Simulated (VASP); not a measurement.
Set up this calculation in VASP 6.6.1, as the native input.

* Task: relaxation of cell and atoms
* Functional: PBEsol
* Potentials or basis: VASP PAW PBE potentials, release 64 (Ti_sv, Co)
* Cutoff: 600 eV
* k mesh: 6 × 6 × 6
* Occupations: gaussian, width 0.1 eV
* Spin: collinear spin, ferrimagnetic start
* Starting moments: [-0.31, -0.31, 0.82, 0.82, 0.82, 0.82] μB
* Dipole correction: no
* Further INCAR settings: ALGO = Normal; EDIFF = 1e-06; IBRION = 2; EDIFFG = -0.01; NSW = 80; ISIF = 3

The structure of TiCo2 lies in POSCAR:

```
TiCo2
1.0
    0.0000000000      3.3520000000      3.3520000000
    3.3520000000      0.0000000000      3.3520000000
    3.3520000000      3.3520000000      0.0000000000
Ti Co
2 4
Direct
    0.5000000000      0.5000000000      0.5000000000
    0.7500000000      0.7500000000      0.7500000000
    0.1250000000      0.1250000000      0.1250000000
    0.6250000000      0.1250000000      0.1250000000
    0.1250000000      0.1250000000      0.6250000000
    0.1250000000      0.6250000000      0.1250000000
```

The input as run:

INCAR

```
  PREC = Accurate
  ENCUT = 600
  EDIFF = 1E-6
  ISMEAR = 0
  SIGMA = 0.1
  LREAL = F
  LASPH = T
  NELM = 150
  ALGO = Normal
  ISIF = 3
  LWAVE = F
  LCHARG = F
  ISPIN = 2
  MAGMOM = -0.31 -0.31 0.82 0.82 0.82 0.82
  LORBIT = 11
  LMAXMIX = 4
  GGA = PS
  IBRION = 2
  NSW = 80
  EDIFFG = -0.01
```

KPOINTS

```
Automatic mesh
0
Gamma
  6 6 6
```

Potentials or basis: VASP PAW PBE potentials, release 64 (Ti_sv, Co).

The run is started by

```console
$ cat potpaw_PBE.64/Ti_sv/POTCAR potpaw_PBE.64/Co/POTCAR > POTCAR
$ mpirun -np 1 vasp_std > vasp.out
```

Results of the run:

* Relaxed volume: 11.68 Å³/atom
* Relaxed cell: a = 4.628 Å, b = 4.628 Å, c = 4.628 Å, α = 60.00°, β = 60.00°, γ = 60.00°
* Space group after relaxing (to 0.1 Å): Fd-3m (No. 227)
* Energy gained by relaxing: 40.3 meV/atom
* Ionic steps: 4
* Pressure after relaxing: 0.1 GPa
* Band gap on the k mesh: zero (filled and empty bands overlap)
* Net moment: 0.00 μB per cell
* Valence electrons inside the program's atomic spheres: Ti 10.27; Co 8.54

Caveat: the moments typed at the start vanished in this run; the PAW data sets were made with another functional, which shifts forces and pressure a little.

Wall time 21 min on 1 thread of Intel Xeon 8259CL (shared host), peak memory 0.34 GiB.
